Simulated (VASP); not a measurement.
Write the native input for VASP 6.6.1 that does the following.

* Task: electric field gradients
* Functional: PBEsol
* Potentials or basis: VASP PAW PBE potentials, release 64 (Zn)
* Cutoff: 520 eV
* k mesh: 16 × 16 × 8
* Occupations: fermi-dirac, width 0.03 eV
* Spin: no spin polarisation
* Dipole correction: no
* Further INCAR settings: ALGO = Normal; EDIFF = 1e-08; NBANDS = 19

The structure of Zn lies in POSCAR:

```
Zn
1.0
    2.6736512679      0.0000000000      0.0000000000
   -1.3368256340      2.3154499188      0.0000000000
    0.0000000000      0.0000000000      4.9631343400
Zn
2
Direct
    0.3333333333      0.6666666667      0.2500000000
    0.6666666667      0.3333333333      0.7500000000
```

This cell differs from its parent crystal: volume scaled by 1.01.

These files were run (other wordings do the same):

INCAR

```
SYSTEM = Zn
PREC = Accurate
ENCUT = 520
EDIFF = 1E-8
ISMEAR = -1
SIGMA = 0.03
LREAL = .False.
LASPH = .True.
NELM = 60
ALGO = Normal
ISIF = 2
LWAVE = .False.
LCHARG = .False.
GGA = PS
LEFG = .True.
NBANDS = 19
```

KPOINTS

```
Automatic mesh
0
Gamma
  16 16 8
  0 0 0
```

Potentials or basis: VASP PAW PBE potentials, release 64 (Zn).

Command:

```console
$ cat potpaw_PBE.64/Zn/POTCAR > POTCAR
$ mpirun -np 1 vasp_std > vasp.out
```

Results of the run:

- Pressure: -5.8 GPa
- Band gap on the k mesh: zero (band 12 reaches 4.12 eV, above the bottom of band 13 at -0.18 eV)

Caveat: without QUAD_EFG the Cq values of the log hold for a quadrupole moment of 1 mb, not for the nuclei; the PAW data sets were made with another functional, which shifts forces and pressure a little.

Run time: 36 s on 1 thread of AMD EPYC 9R45 96-Core Processor (Zen 5), with other jobs on the host, peak memory 0.16 GiB.
